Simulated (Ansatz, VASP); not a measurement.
This is a calculation of InP for Ansatz 0.2.0.

input.yaml

```yaml
crystal:
  lattice:
    - [0.0, 2.768834, 2.768834]
    - [2.768834, 0.0, 2.768834]
    - [2.768834, 2.768834, 0.0]
  atoms:
    - { symbol: In, position: [0.0, 0.0, 0.0] }
    - { symbol: P, position: [0.5, 0.5, 0.5] }
hamiltonian:
  xc: pbe
  pseudopotentials: { kind: paw }
kpoints:
  mp_grid: { grid: [8, 8, 8] }
scf:
  occupations: { method: gaussian, width: 0.05 }
output:
  forces: true
  stress: true
  eigenvalues: true
```

Potentials or basis: Ansatz PAW.

Launch:

```console
$ ansatz run input.yaml --threads 2 --pin off --max-ram 5632MiB --backend cpu --events-out ev --progress --plain --runs-dir out
```

Problem. Translate it to VASP 6.6.1. Potentials there: VASP PAW PBE potentials, release 64 (In_d, P).

Solution. As run (the cutoff follows the program's own potentials):

Contents of INCAR:

```
SYSTEM = InP
ALGO     = Normal         ! electronic algorithm
EDIFF    = 1E-6           ! SCF threshold, eV
ENCUT    = 500            ! plane-wave cutoff, eV
GGA      = PE             ! functional
GGA_COMPAT= .FALSE.      
ISIF     = 2              ! what is computed and relaxed
ISMEAR   = 0              ! smearing method
LASPH    = .TRUE.         ! aspherical terms in the spheres
LCHARG   = .TRUE.         ! write CHGCAR
LELF     = .TRUE.         ! ELF
LREAL    = .FALSE.        ! projectors in reciprocal space
LVHAR    = .TRUE.       
LWAVE    = .FALSE.        ! write WAVECAR
NBANDS   = 16             ! bands
NELM     = 120            ! most SCF steps
PREC     = Accurate       ! precision mode
SIGMA    = 0.05           ! smearing width, eV
```

File KPOINTS:

```
k-points
0
G
  8 8 8
  0 0 0
```

The input POSCAR:

```
InP
1.0
    0.0000000000      2.7688340000      2.7688340000
    2.7688340000      0.0000000000      2.7688340000
    2.7688340000      2.7688340000      0.0000000000
In P
1 1
Direct
    0.0000000000      0.0000000000      0.0000000000
    0.5000000000      0.5000000000      0.5000000000
```

Potentials or basis: VASP PAW PBE potentials, release 64 (In_d, P).

Launch:

```bash
$ cat potpaw_PBE.64/In_d/POTCAR potpaw_PBE.64/P/POTCAR > POTCAR
$ mpirun -np 1 vasp_std > vasp.out
```

Both were run:

|  | VASP | Ansatz | Ansatz less VASP |
| --- | --- | --- | --- |
| gap on the k mesh at the Fermi level (eV) | none | none | - |
| pressure (GPa) | -0.1 | -0.1 | +0.02 |

A gap of «none» marks a metal or a gap that the smearing closes.
